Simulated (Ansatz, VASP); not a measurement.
# Hg in VASP and in Ansatz

```xyz
2
Lattice="3.2723 0.0000 0.0000 -1.6361 2.8339 0.0000 0.0000 0.0000 4.5094" Properties=species:S:1:pos:R:3 pbc="T T T"
Hg    1.6362    0.9446    3.3821
Hg    0.0000    1.8893    1.1274
```

Alike in both runs: task single point; functional PBEsol; dispersion D3(BJ); k mesh 18 × 18 × 10; occupations gaussian, width 0.15 eV; no spin polarisation.

|  | VASP | Ansatz |
| --- | --- | --- |
| version | VASP 6.6.1 | Ansatz 0.2.0 |
| potentials or method | VASP PAW PBE potentials, release 64 (Hg), cutoff 520 eV | scalar-relativistic, plane waves, PAW |
| valence electrons in the cell | 24 | 40 |

|  | VASP | Ansatz | Ansatz less VASP |
| --- | --- | --- | --- |
| gap on the k mesh at the Fermi level (eV) | none | none | - |
| pressure (GPa) | 4.5 | 3.7 | -0.75 |
| traceless stress, the component that is largest in VASP (GPa) | 1.29 | 1.03 | -0.258 |

VASP's potentials were made for PBE, not for PBEsol. A gap of «none» marks a metal or a gap that the smearing closes. VASP's potentials hold 24 valence electrons a cell and Ansatz's 40, so a difference there can come from the potentials and not from the codes.

Spin-orbit coupling is off throughout.
